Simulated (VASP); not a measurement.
# Ir (P6_3/mmc) in VASP: a series of runs

Ir is run at these levels: RPBE, PBEsol, LDA; tasks: relaxation of cell and atoms, single point.

Program: VASP 6.6.1. These are calculated values, not measurements. Logs are shortened: lines on timing, memory, paths and dates and some standing lists are left out, and cuts for length are marked.

## 1. The cell of the first run

It takes space group P6_3/mmc (No. 194, hexagonal). Conventional cell: a = 2.751 Å, b = 2.751 Å, c = 4.462 Å, α = 90.00°, β = 90.00°, γ = 120.00°. Within 3.6 Å of Ir (site symmetry -6m2) lie 12 Ir at 2.74 to 2.75 Å.

## 2. Relaxation of cell and atoms, RPBE

INCAR

```
PREC     = Accurate       # precision mode
ENCUT    = 600            # plane-wave cutoff, eV
EDIFF    = 1E-6           # SCF threshold, eV
ISMEAR   = -1             # smearing method
SIGMA    = 0.05           # smearing width, eV
LREAL    = F              # projectors in reciprocal space
LASPH    = T              # aspherical terms in the spheres
NELM     = 80             # most SCF steps
ALGO     = Normal         # electronic algorithm
ISIF     = 3              # what is computed and relaxed
LWAVE    = F              # write WAVECAR
LCHARG   = F              # write CHGCAR
GGA      = RP             # functional
IBRION   = 2              # ionic algorithm
NSW      = 60             # ionic steps
EDIFFG   = -0.01          # ionic threshold
```

KPOINTS

```
Automatic mesh
0
Gamma
  11 11 6
```

POSCAR

```
Ir
1.0
    2.7513778946      0.0000000000      0.0000000000
   -1.3756889473      2.3827631521      0.0000000000
    0.0000000000      0.0000000000      4.4622900000
Ir
2
Direct
    0.3333333333      0.6666666667      0.2500000000
    0.6666666667      0.3333333333      0.7500000000
```

Potentials or basis: VASP PAW PBE potentials, release 64 (Ir).

Started as:

```
> cat potpaw_PBE.64/Ir/POTCAR > POTCAR
> mpirun -np 1 vasp_std > vasp.out
```

OUTCAR:

```text
PREC = Accurate
   ENCUT = 600
   EDIFF = 1E-6
   ISMEAR = -1
   LREAL = F
   LASPH = T
   NELM = 80
   ISIF = 3
   GGA = RP
   IBRION = 2
   NSW = 60
   EDIFFG = -0.01

 ion  position               nearest neighbor table
   1  0.333  0.667  0.250-   2 2.74   2 2.74   2 2.74   2 2.74   2 2.74   2 2.74
   2  0.667  0.333  0.750-   1 2.74   1 2.74   1 2.74   1 2.74   1 2.74   1 2.74

  LATTYP: Found a hexagonal cell.
 ALAT       =     2.7513778946
 C/A-ratio  =     1.6218382828

  Lattice vectors:

 A1 = (   2.7513778946,   0.0000000000,   0.0000000000)
 A2 = (  -1.3756889473,   2.3827631521,   0.0000000000)
 A3 = (   0.0000000000,   0.0000000000,   4.4622900000)

Analysis of symmetry for initial positions (statically):
=====================================================================
 Subroutine PRICEL returns:
 Original cell was already a primitive cell.

 Routine SETGRP: Setting up the symmetry group for a
 hexagonal supercell.

 Subroutine GETGRP returns: Found 24 space group operations
 (whereof 12 operations were pure point group operations)
 out of a pool of 24 trial point group operations.

The static configuration has the point symmetry D_3d.
 The point group associated with its full space group is D_6h.

Analysis of symmetry for dynamics (positions and initial velocities):
=====================================================================
 Subroutine PRICEL returns:
 Original cell was already a primitive cell.

 Routine SETGRP: Setting up the symmetry group for a
 hexagonal supercell.

 Subroutine GETGRP returns: Found 24 space group operations
 (whereof 12 operations were pure point group operations)
 out of a pool of 24 trial point group operations.

The dynamic configuration has the point symmetry D_3d.
 The point group associated with its full space group is D_6h.

 Subroutine INISYM returns: Found 24 space group operations
 (whereof 12 operations are pure point group operations),
 and found     1 'primitive' translations

----------------------------------------------------------------------------------------

                                     Primitive cell

  volume of cell :      29.2542

  direct lattice vectors                    reciprocal lattice vectors
     2.751377895  0.000000000  0.000000000     0.363454254  0.209840411  0.000000000
    -1.375688947  2.382763152  0.000000000     0.000000000  0.419680823  0.000000000
     0.000000000  0.000000000  4.462290000     0.000000000  0.000000000  0.224100182

  length of vectors
     2.751377895  2.751377895  4.462290000     0.419680823  0.419680823  0.224100182

  position of ions in fractional coordinates (direct lattice)
     0.333333333  0.666666667  0.250000000
     0.666666667  0.333333333  0.750000000

  ion indices of the primitive-cell ions
   primitive index   ion index
                 1           1
                 2           2

----------------------------------------------------------------------------------------

 KPOINTS: Automatic mesh

Automatic generation of k-mesh.
 Grid dimensions read from file:
 generate k-points for:   11   11    6

 Generating k-lattice:

  Cartesian coordinates                     Fractional coordinates (reciprocal lattice)
     0.033041296  0.019076401  0.000000000     0.090909091 -0.000000000  0.000000000
     0.000000000  0.038152802  0.000000000     0.000000000  0.090909091  0.000000000
     0.000000000  0.000000000  0.037350030     0.000000000  0.000000000  0.166666667

  Length of vectors
     0.038152802  0.038152802  0.037350030

  Shift w.r.t. Gamma in fractional coordinates (k-lattice)
     0.000000000  0.000000000  0.000000000

 Subroutine IBZKPT returns following result:
 ===========================================

 Found     64 irreducible k-points:

 Following reciprocal coordinates:
            Coordinates               Weight
  0.000000  0.000000  0.000000      1.000000
  0.090909 -0.000000  0.000000      6.000000
  0.181818 -0.000000  0.000000      6.000000
  0.272727 -0.000000  0.000000      6.000000
  0.363636 -0.000000  0.000000      6.000000
  0.454545 -0.000000  0.000000      6.000000
[... 16 lines left out ...]
  0.090909  0.090909  0.166667     12.000000
  0.181818  0.090909  0.166667     24.000000
 [... further k-points ...]
   k-points           NKPTS =     64   k-points in BZ     NKDIM =     64   number of bands    NBANDS=     13
   number of dos      NEDOS =    301   number of ions     NIONS =      2
   total plane-waves  NPLWV =  20736
   dimension x,y,z NGX =    24 NGY =   24 NGZ =   36
   dimension x,y,z NGXF=    48 NGYF=   48 NGZF=   72
   ions per type =               2
   NGX,Y,Z   is equivalent  to a cutoff of  14.50, 14.50, 13.41 a.u.
   NGXF,Y,Z  is equivalent  to a cutoff of  29.00, 29.00, 26.82 a.u.
 SYSTEM =  unknown system
   PREC   = accura    normal or accurate (medium, high low for compatibility)
   ISTART =      0    job   : 0-new  1-cont  2-samecut
   ICHARG =      2    charge: 1-file 2-atom 10-const
   ISPIN  =      1    spin polarized calculation?
   LNONCOLLINEAR =      F non collinear calculations
   LSORBIT =      F    spin-orbit coupling
   LASPH  =      T    aspherical Exc in radial PAW
   ENCUT  =  600.0 eV  44.10 Ry    6.64 a.u.   5.50  5.50  8.91*2*pi/ulx,y,z
   NELM   =     80;   NELMIN=  2; NELMDL= -5     # of ELM steps
   EDIFF  = 0.1E-05   stopping-criterion for ELM
   LREAL  =      F    real-space projection
   EDIFFG = -.1E-01   stopping-criterion for IOM
   NSW    =     60    number of steps for IOM
   IBRION =      2    ionic relax: 0-MD 1-quasi-New 2-CG
   NFREE  =      1    steps in history (QN), initial steepest desc. (CG)
   ISIF   =      3    stress and relaxation
   ISYM   =      2    0-nonsym 1-usesym 2-fastsym
   POTIM  = 0.5000    time-step for ionic-motion
   TEBEG  =    0.0;   TEEND  =   0.0 temperature during run
   PSTRESS=    0.0 pullay stress
   NELECT =      18.0000    total number of electrons
   NUPDOWN=      -1.0000    fix difference up-down
   EMIN   =  10.00;   EMAX   =-10.00  energy-range for DOS
   EFERMI =   0.00;   METHOD = LEGACY
   ISMEAR =    -1;   SIGMA  =   0.05  broadening in eV -4-tet -1-fermi 0-gaus
   EFERMI_NEDOS =   21; number of points for ismear=-14 and -15
   IALGO  =     38    algorithm
   IMIX   =      4    mixing-type and parameters
     AMIX     =   0.40;   BMIX     =  1.00
     AMIX_MAG =   1.60;   BMIX_MAG =  1.00
  volume/ion in A,a.u.               =      14.63        98.71
  Fermi-wavevector in a.u.,A,eV,Ry     =   1.392417  2.631287 26.379323  1.938826
  Thomas-Fermi vector in A             =   2.516162
   LORBIT       =      0    0 simple, 1 ext, 2 COOP (PROOUT), +10 PAW based schemes
   GGA     = RP    functional components
   LHFCALC =     F    Hartree Fock is set to
   AEXX    =    0.0000 exact exchange contribution
   IVDW    =     0    specifies the selected vdW correction
   LEPSILON=     F    determine dielectric tensor
   LRPA    =     F    only Hartree local field effects (RPA)
 conjugate gradient relaxation of ions
 non-spin polarized calculation
  energy-cutoff  :      600.00
  volume of cell :       29.25
 maximum number of plane-waves:      1002
 NGX is ok and might be reduce to    24
   NGX = 11   NGY = 11   NGZ = 17

--------------------------------------- Ionic step        1  -------------------------------------------

 number of electron      17.9999998 magnetization

 Free energy of the ion-electron system (eV)
  ---------------------------------------------------
  ext. energy  EPLUGINS =         0.00000000
  ---------------------------------------------------
  free energy    TOTEN  =       -16.21715632 eV

  energy without entropy =      -16.19123656  energy(sigma->0) =      -16.20419644

 E-fermi :  10.0054     XC(G=0): -13.7501

 val. band max:        9.9934283176   @ k =   0.3636   0.1818   0.1667
 cond. band min:      10.0139092238   @ k =   0.2727   0.0909   0.3333
 fundamental gap:      0.0204809062
 Fermi energy:        10.0054322852

 k-point     1 :       0.0000    0.0000    0.0000
  band No.  band energies     occupation
      1      -0.8289      2.00000
      2       2.1963      2.00000
      3       6.2677      2.00000
      4       6.3709      2.00000
      5       6.3709      2.00000
      6       6.9940      2.00000
      7       6.9940      2.00000
      8       7.7514      2.00000
      9       7.7514      2.00000
     10       9.2950      2.00000
     11      10.2746      0.00914
     12      10.2746      0.00914
     13      16.8242      0.00000

 k-point     2 :       0.0909   -0.0000    0.0000
  band No.  band energies     occupation
      1      -0.5184      2.00000
      2       2.4689      2.00000
      3       5.8548      2.00000
      4       6.6298      2.00000
      5       6.7034      2.00000
      6       6.8596      2.00000
      7       7.2357      2.00000
      8       7.3382      2.00000
      9       7.5651      2.00000
     10       8.1542      2.00000
     11      10.3807      0.00110
[... 484 lines left out ...]
 POSITION                                       TOTAL-FORCE (eV/Angst)
 -----------------------------------------------------------------------------------
     -0.00000      1.59373      1.11890        -0.000000      0.000000      0.000000
      1.38021      0.79686      3.35670         0.000000     -0.000000      0.000000
 -----------------------------------------------------------------------------------
    total drift:                                0.000000     -0.000000     -0.000000

  FREE ENERGIE OF THE ION-ELECTRON SYSTEM (eV)
  ---------------------------------------------------
  free  energy   TOTEN  =       -16.2199625866 eV

  energy  without entropy=      -16.1935747988  energy(sigma->0) =      -16.20676869

--------------------------------------- Ionic step        5  -------------------------------------------

 number of electron      17.9999998 magnetization

 Free energy of the ion-electron system (eV)
  ---------------------------------------------------
  ext. energy  EPLUGINS =         0.00000000
  ---------------------------------------------------
  free energy    TOTEN  =       -16.21998041 eV

  energy without entropy =      -16.19349905  energy(sigma->0) =      -16.20673973

 E-fermi :   9.8458     XC(G=0): -13.6929

 val. band max:        9.8388236742   @ k =   0.3636   0.1818   0.1667
 cond. band min:       9.8507134070   @ k =   0.2727   0.0909   0.3333
 fundamental gap:      0.0118897328
 Fermi energy:         9.8457569809

 k-point     1 :       0.0000    0.0000    0.0000
  band No.  band energies     occupation
      1      -0.8875      2.00000
      2       2.1379      2.00000
      3       6.1747      2.00000
      4       6.2642      2.00000
      5       6.2642      2.00000
      6       6.8802      2.00000
      7       6.8802      2.00000
      8       7.6120      2.00000
      9       7.6120      2.00000
     10       9.1747      2.00000
     11      10.1084      0.01041
     12      10.1084      0.01041
     13      16.5950      0.00000

 k-point     2 :       0.0909   -0.0000    0.0000
  band No.  band energies     occupation
      1      -0.5804      2.00000
      2       2.4067      2.00000
      3       5.7587      2.00000
      4       6.5191      2.00000
      5       6.6003      2.00000
      6       6.7499      2.00000
      7       7.1180      2.00000
      8       7.2107      2.00000
      9       7.4290      2.00000
     10       8.0296      2.00000
     11      10.2127      0.00130
[... 376 lines left out ...]
 POSITION                                       TOTAL-FORCE (eV/Angst)
 -----------------------------------------------------------------------------------
     -0.00000      1.59431      1.11808         0.000000      0.000000      0.000000
      1.38071      0.79716      3.35424        -0.000000     -0.000000      0.000000
 -----------------------------------------------------------------------------------
    total drift:                                0.000000     -0.000000     -0.000000

  FREE ENERGIE OF THE ION-ELECTRON SYSTEM (eV)
  ---------------------------------------------------
  free  energy   TOTEN  =       -16.2199804112 eV

  energy  without entropy=      -16.1934990494  energy(sigma->0) =      -16.20673973

 reached required accuracy - stopping structural energy minimisation
```

It took 2.1 min on 1 thread of Intel Xeon 8259CL, shared host; peak memory 0.18 GiB.

What came out:

```
Free energy                            : -16.2200 eV
Relaxed volume                         : 14.77 Å³/atom
Relaxed cell                           : a = 2.761 Å, b = 2.761 Å, c = 4.472 Å, α = 90.00°, β = 90.00°, γ = 120.00°
Space group after relaxing (to 0.05 Å) : P6_3/mmc (No. 194)
Energy gained by relaxing              : 1.4 meV/atom
Ionic steps                            : 5
Pressure after relaxing                : 0.0 GPa
Band gap on the k mesh                 : zero (band 9 reaches 10.75 eV, above the bottom of band 10 at 7.73 eV)
```

The path:
| step | energy change (eV) | largest force (eV/Å) | pressure (GPa) | volume (Å³) |
| --- | --- | --- | --- | --- |
| 1 | 0.0000 | 0.0000 | 3.25 | 29.25 |
| 2 | 0.0290 | 0.0000 | -9.92 | 30.53 |
| 3 | -0.0028 | 0.0000 | -0.02 | 29.54 |
| 4 | -0.0028 | 0.0000 | 0.03 | 29.53 |
| 5 | -0.0028 | 0.0000 | 0.03 | 29.53 |

Final structure:
```
Ir
1.0
     2.76143    0.00000    0.00000
    -1.38071    2.39147    0.00000
     0.00000    0.00000    4.47232
Ir
2
Direct
  0.33333 0.66667 0.25000
  0.66667 0.33333 0.75000
```

Caveat: the PAW data sets were made with another functional, which shifts forces and pressure a little; spin-orbit coupling is left out, which moves the levels of the heavy elements.

(Part 1 of 2 ends here.)
